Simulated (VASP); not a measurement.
# BaF2 (Fm-3m) in VASP: notebook

BaF2 is run at these levels: PBE, LDA, r2SCAN, HSE06; tasks: single point.

Program: VASP 6.6.1. These are calculated values, not measurements. Logs are shortened: lines on timing, memory, paths and dates and some standing lists are left out, and cuts for length are marked.

### Step 1. The cell of the first run

Symmetry: Fm-3m, No. 225, cubic system. The conventional cell has a = 6.194 Å, b = 6.194 Å, c = 6.194 Å, α = 90.00°, β = 90.00°, γ = 90.00°. Within 3.5 Å of Ba (site symmetry m-3m) lie 8 F at 2.68 Å. F (site symmetry -43m) has 4 Ba at 2.68 Å and 6 F at 3.10 Å within 3.5 Å.

### Step 2. Single point, PBE

The input, INCAR:

```
ALGO     = Normal         # electronic algorithm
EDIFF    = 1E-6           # SCF threshold, eV
ENCUT    = 600            # plane-wave cutoff, eV
GGA      = PE             # functional
GGA_COMPAT= False        
ISIF     = 2              # what is computed and relaxed
ISMEAR   = 0              # smearing method
LASPH    = True           # aspherical terms in the spheres
LCHARG   = False          # write CHGCAR
LREAL    = False          # projectors in reciprocal space
LWAVE    = False          # write WAVECAR
NBANDS   = 19             # bands
NELM     = 120            # most SCF steps
PREC     = Accurate       # precision mode
SIGMA    = 0.01           # smearing width, eV
```

The input, KPOINTS:

```
k-points
0
Gamma
  4 4 4
```

The input, POSCAR:

```
BaF2
1.0
    0.0000000000      3.0971612412      3.0971612412
    3.0971612412      0.0000000000      3.0971612412
    3.0971612412      3.0971612412      0.0000000000
Ba F
1 2
Direct
    0.0000000000      0.0000000000      0.0000000000
    0.2500000000      0.2500000000      0.2500000000
    0.7500000000      0.7500000000      0.7500000000
```

Potentials or basis: VASP PAW PBE potentials, release 64 (Ba_sv, F).

On the command line:

```bash
cat potpaw_PBE.64/Ba_sv/POTCAR potpaw_PBE.64/F/POTCAR > POTCAR
mpirun -np 1 vasp_std > vasp.out
```

OUTCAR:

```text
EDIFF = 1E-6
   ENCUT = 600
   GGA = PE
   ISIF = 2
   ISMEAR = 0
   LASPH = True
   LREAL = False
   NELM = 120
   PREC = Accurate

 ion  position               nearest neighbor table
   1  0.000  0.000  0.000-   3 2.68   3 2.68   3 2.68   2 2.68   3 2.68   2 2.68   2 2.68   2 2.68

   2  0.250  0.250  0.250-   1 2.68   1 2.68   1 2.68   1 2.68
   3  0.750  0.750  0.750-   1 2.68   1 2.68   1 2.68   1 2.68

  LATTYP: Found a face centered cubic cell.
 ALAT       =     6.1943224824

  Lattice vectors:

 A1 = (   0.0000000000,   3.0971612412,   3.0971612412)
 A2 = (   3.0971612412,   0.0000000000,   3.0971612412)
 A3 = (   3.0971612412,   3.0971612412,   0.0000000000)

Analysis of symmetry for initial positions (statically):
=====================================================================
 Subroutine PRICEL returns:
 Original cell was already a primitive cell.

 Routine SETGRP: Setting up the symmetry group for a
 face centered cubic supercell.

 Subroutine GETGRP returns: Found 48 space group operations
 (whereof 48 operations were pure point group operations)
 out of a pool of 48 trial point group operations.

The static configuration has the point symmetry O_h .

Analysis of symmetry for dynamics (positions and initial velocities):
=====================================================================
 Subroutine PRICEL returns:
 Original cell was already a primitive cell.

 Routine SETGRP: Setting up the symmetry group for a
 face centered cubic supercell.

 Subroutine GETGRP returns: Found 48 space group operations
 (whereof 48 operations were pure point group operations)
 out of a pool of 48 trial point group operations.

The dynamic configuration has the point symmetry O_h .

 Subroutine INISYM returns: Found 48 space group operations
 (whereof 48 operations are pure point group operations),
 and found     1 'primitive' translations

----------------------------------------------------------------------------------------

                                     Primitive cell

  volume of cell :      59.4185

  direct lattice vectors                    reciprocal lattice vectors
     0.000000000  3.097161241  3.097161241    -0.161438156  0.161438156  0.161438156
     3.097161241  0.000000000  3.097161241     0.161438156 -0.161438156  0.161438156
     3.097161241  3.097161241  0.000000000     0.161438156  0.161438156 -0.161438156

  length of vectors
     4.380047432  4.380047432  4.380047432     0.279619089  0.279619089  0.279619089

  position of ions in fractional coordinates (direct lattice)
     0.000000000  0.000000000  0.000000000
     0.250000000  0.250000000  0.250000000
     0.750000000  0.750000000  0.750000000

  ion indices of the primitive-cell ions
   primitive index   ion index
                 1           1
                 2           2
                 3           3

----------------------------------------------------------------------------------------

 KPOINTS: k-points

Automatic generation of k-mesh.
 Grid dimensions read from file:
 generate k-points for:    4    4    4

 Generating k-lattice:

  Cartesian coordinates                     Fractional coordinates (reciprocal lattice)
    -0.040359539  0.040359539  0.040359539     0.250000000  0.000000000  0.000000000
     0.040359539 -0.040359539  0.040359539     0.000000000  0.250000000  0.000000000
     0.040359539  0.040359539 -0.040359539     0.000000000  0.000000000  0.250000000

  Length of vectors
     0.069904772  0.069904772  0.069904772

  Shift w.r.t. Gamma in fractional coordinates (k-lattice)
     0.000000000  0.000000000  0.000000000

 Subroutine IBZKPT returns following result:
 ===========================================

 Found      8 irreducible k-points:

 Following reciprocal coordinates:
            Coordinates               Weight
  0.000000  0.000000  0.000000      1.000000
  0.250000  0.000000  0.000000      8.000000
  0.500000  0.000000  0.000000      4.000000
  0.250000  0.250000  0.000000      6.000000
  0.500000  0.250000  0.000000     24.000000
 -0.250000  0.250000  0.000000     12.000000
  0.500000  0.500000  0.000000      3.000000
 -0.250000  0.500000  0.250000      6.000000
   k-points           NKPTS =      8   k-points in BZ     NKDIM =      8   number of bands    NBANDS=     19
   number of dos      NEDOS =    301   number of ions     NIONS =      3
   total plane-waves  NPLWV =  46656
   dimension x,y,z NGX =    36 NGY =   36 NGZ =   36
   dimension x,y,z NGXF=    72 NGYF=   72 NGZF=   72
   ions per type =               1   2
   NGX,Y,Z   is equivalent  to a cutoff of  13.66, 13.66, 13.66 a.u.
   NGXF,Y,Z  is equivalent  to a cutoff of  27.33, 27.33, 27.33 a.u.
 SYSTEM =  unknown system
   PREC   = accura    normal or accurate (medium, high low for compatibility)
   ISTART =      0    job   : 0-new  1-cont  2-samecut
   ICHARG =      2    charge: 1-file 2-atom 10-const
   ISPIN  =      1    spin polarized calculation?
   LNONCOLLINEAR =      F non collinear calculations
   LSORBIT =      F    spin-orbit coupling
   LASPH  =      T    aspherical Exc in radial PAW
   ENCUT  =  600.0 eV  44.10 Ry    6.64 a.u.   8.75  8.75  8.75*2*pi/ulx,y,z
   NELM   =    120;   NELMIN=  2; NELMDL= -5     # of ELM steps
   EDIFF  = 0.1E-05   stopping-criterion for ELM
   LREAL  =      F    real-space projection
   EDIFFG = 0.1E-04   stopping-criterion for IOM
   NSW    =      0    number of steps for IOM
   IBRION =     -1    ionic relax: 0-MD 1-quasi-New 2-CG
   NFREE  =      0    steps in history (QN), initial steepest desc. (CG)
   ISIF   =      2    stress and relaxation
   ISYM   =      2    0-nonsym 1-usesym 2-fastsym
   POTIM  = 0.5000    time-step for ionic-motion
   TEBEG  =    0.0;   TEEND  =   0.0 temperature during run
   PSTRESS=    0.0 pullay stress
   NELECT =      24.0000    total number of electrons
   NUPDOWN=      -1.0000    fix difference up-down
   EMIN   =  10.00;   EMAX   =-10.00  energy-range for DOS
   EFERMI =   0.00;   METHOD = LEGACY
   ISMEAR =     0;   SIGMA  =   0.01  broadening in eV -4-tet -1-fermi 0-gaus
   EFERMI_NEDOS =   21; number of points for ismear=-14 and -15
   IALGO  =     38    algorithm
   IMIX   =      4    mixing-type and parameters
     AMIX     =   0.40;   BMIX     =  1.00
     AMIX_MAG =   1.60;   BMIX_MAG =  1.00
  volume/ion in A,a.u.               =      19.81       133.66
  Fermi-wavevector in a.u.,A,eV,Ry     =   1.210147  2.286846 19.925127  1.464456
  Thomas-Fermi vector in A             =   2.345703
   LORBIT       =      0    0 simple, 1 ext, 2 COOP (PROOUT), +10 PAW based schemes
   GGA     = PE    functional components
   LHFCALC =     F    Hartree Fock is set to
   AEXX    =    0.0000 exact exchange contribution
   IVDW    =     0    specifies the selected vdW correction
   LEPSILON=     F    determine dielectric tensor
   LRPA    =     F    only Hartree local field effects (RPA)
 non-spin polarized calculation
 Gauss-broadening in eV      SIGMA  =   0.01
  energy-cutoff  :      600.00
  volume of cell :       59.42
 maximum number of plane-waves:      2012
 NGX is ok and might be reduce to    36
   NGX = 17   NGY = 17   NGZ = 17

 number of electron      24.0000001 magnetization

 Free energy of the ion-electron system (eV)
  ---------------------------------------------------
  ext. energy  EPLUGINS =         0.00000000
  ---------------------------------------------------
  free energy    TOTEN  =       -17.10986917 eV

  energy without entropy =      -17.10986917  energy(sigma->0) =      -17.10986917

 E-fermi :  -2.0024     XC(G=0):  -8.7135

 val. band max:       -2.0608382253   @ k =  -0.2500   0.2500   0.0000
 cond. band min:       4.7152628623   @ k =   0.0000   0.0000   0.0000
 fundamental gap:      6.7761010877
 Fermi energy:        -2.0023849071

 k-point     1 :       0.0000    0.0000    0.0000
  band No.  band energies     occupation
      1     -25.1532      2.00000
      2     -20.9984      2.00000
      3     -20.9461      2.00000
      4      -9.9865      2.00000
      5      -9.9865      2.00000
      6      -9.9865      2.00000
[... 11 lines left out ...]
     18       9.3472      0.00000
     19      13.4028      0.00000

 k-point     2 :       0.2500    0.0000    0.0000
  band No.  band energies     occupation
      1     -25.0489      2.00000
      2     -21.0933      2.00000
      3     -21.0337      2.00000
      4     -10.0768      2.00000
      5     -10.0687      2.00000
      6     -10.0687      2.00000
[... 11 lines left out ...]
     18       9.4103      0.00000
     19      11.7208      0.00000

 k-point     3 :       0.5000    0.0000    0.0000
  band No.  band energies     occupation
      1     -24.9365      2.00000
      2     -21.2431      2.00000
      3     -21.0755      2.00000
      4     -10.1494      2.00000
      5     -10.1466      2.00000
      6     -10.1466      2.00000
[... 11 lines left out ...]
     18       9.5365      0.00000
     19      11.8672      0.00000

 k-point     4 :       0.2500    0.2500    0.0000
  band No.  band energies     occupation
      1     -25.0133      2.00000
      2     -21.1257      2.00000
      3     -21.0616      2.00000
      4     -10.1922      2.00000
      5     -10.1922      2.00000
      6      -9.9105      2.00000
[... 11 lines left out ...]
     18       9.5723      0.00000
     19      13.4368      0.00000

 k-point     5 :       0.5000    0.2500    0.0000
  band No.  band energies     occupation
      1     -24.8992      2.00000
      2     -21.2396      2.00000
      3     -21.1405      2.00000
      4     -10.2714      2.00000
      5     -10.2675      2.00000
      6      -9.9854      2.00000
[... 11 lines left out ...]
     18      10.5604      0.00000
     19      11.9185      0.00000

 k-point     6 :      -0.2500    0.2500    0.0000
  band No.  band energies     occupation
      1     -24.9378      2.00000
      2     -21.1733      2.00000
      3     -21.1432      2.00000
      4     -10.1648      2.00000
      5     -10.1492      2.00000
      6     -10.1384      2.00000
[... 11 lines left out ...]
     18      10.2778      0.00000
     19      12.2021      0.00000

 k-point     7 :       0.5000    0.5000    0.0000
  band No.  band energies     occupation
      1     -24.8600      2.00000
      2     -21.3185      2.00000
      3     -21.1234      2.00000
      4     -10.3814      2.00000
      5     -10.3814      2.00000
      6      -9.8237      2.00000
[... 11 lines left out ...]
     18      10.8698      0.00000
     19      12.9143      0.00000

 k-point     8 :      -0.2500    0.5000    0.2500
  band No.  band energies     occupation
      1     -24.8598      2.00000
      2     -21.2227      2.00000
      3     -21.2227      2.00000
      4     -10.3981      2.00000
      5     -10.1015      2.00000
      6     -10.1015      2.00000
[... 11 lines left out ...]
     18      12.6605      0.00000
     19      12.9473      0.00000

------------------------ aborting loop because EDIFF is reached ----------------------------------------

  FORCE on cell =-STRESS in cart. coord.  units (eV):
  Direction    XX          YY          ZZ          XY          YZ          ZX
  --------------------------------------------------------------------------------------
  -------------------------------------------------------------------------------------
  Total        0.9128820      0.9128820      0.9128820      0.0000000      0.0000000      0.0000000
  in kB       24.6152245     24.6152245     24.6152245      0.0000000      0.0000000      0.0000000
  external PRESSURE =      24.6152245 kB  Pullay stress =       0.0000000 kB

 VOLUME and BASIS-vectors are now :
 -----------------------------------------------------------------------------
  energy-cutoff  :      600.00
  volume of cell :       59.42
      direct lattice vectors                 reciprocal lattice vectors
     0.000000000  3.097161241  3.097161241    -0.161438156  0.161438156  0.161438156
     3.097161241  0.000000000  3.097161241     0.161438156 -0.161438156  0.161438156
     3.097161241  3.097161241  0.000000000     0.161438156  0.161438156 -0.161438156

 POSITION                                       TOTAL-FORCE (eV/Angst)
 -----------------------------------------------------------------------------------
      0.00000      0.00000      0.00000        -0.000000      0.000000     -0.000000
      1.54858      1.54858      1.54858        -0.000000      0.000000      0.000000
      4.64574      4.64574      4.64574         0.000000     -0.000000     -0.000000
 -----------------------------------------------------------------------------------
    total drift:                                0.000000      0.000000      0.000000

  FREE ENERGIE OF THE ION-ELECTRON SYSTEM (eV)
  ---------------------------------------------------
  free  energy   TOTEN  =       -17.1098691738 eV

  energy  without entropy=      -17.1098691738  energy(sigma->0) =      -17.10986917
```

Wall time 22 s (1 thread of Intel Xeon 8259CL, shared host); peak memory 0.2 GiB.

Results:

| Item | Value |
| --- | --- |
| Free energy | -17.1099 eV |
| Pressure | 2.5 GPa |
| Band gap on the k mesh | 6.78 eV (least direct gap 6.86 eV) |

Caveat: the k points lie up to 0.44 Å⁻¹ apart; spin-orbit coupling is left out, which moves the levels of the heavy elements.

[end of part 1 of 4]
